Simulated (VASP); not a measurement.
Input of a VASP 6.6.1 run:

File INCAR:

```
PREC = Accurate
ENCUT = 520
EDIFF = 1E-7
ISMEAR = 0
SIGMA = 0.05
LREAL = F
LASPH = T
NELM = 60
ALGO = Normal
ISIF = 2
LWAVE = F
LCHARG = T
GGA = PS
LELF = T
LVHAR = T
NBANDS = 19
```

Contents of KPOINTS:

```
Automatic mesh
0
Gamma
  6 6 6
```

The input POSCAR:

```
SrCl2
1.0
   -0.2614125000      3.4855000000      3.4855000000
    3.2240875000      0.0000000000      3.2240875000
    3.4855000000      3.4855000000     -0.2614125000
Sr Cl
1 2
Direct
    0.0000000000      0.0000000000      0.0000000000
    0.2500000000      0.2500000000      0.2500000000
    0.7500000000      0.7500000000      0.7500000000
```

Potentials or basis: VASP PAW PBE potentials, release 64 (Sr_sv, Cl).

The run is started by

```console
$ cat potpaw_PBE.64/Sr_sv/POTCAR potpaw_PBE.64/Cl/POTCAR > POTCAR
$ mpirun -np 1 vasp_std > vasp.out
```

**Question.** Predict the pressure.

**Answer.** 0.3 GPa.

**Question.** Predict the band gap on the k mesh.

**Answer.** 5.17 eV, indirect (least direct gap 5.39 eV).

Forces on the atoms (eV/Å):
```
Sr   0.000  0.000  0.000
Cl   0.000  0.367  0.000
Cl   0.000 -0.367  0.000
```

Caveat: the cell differs from its parent crystal (strain -0.1500 x Voigt [0, 0, 0, 0, 1, 0]); the PAW data sets were made with another functional, which shifts forces and pressure a little. A k mesh can miss the band edges.
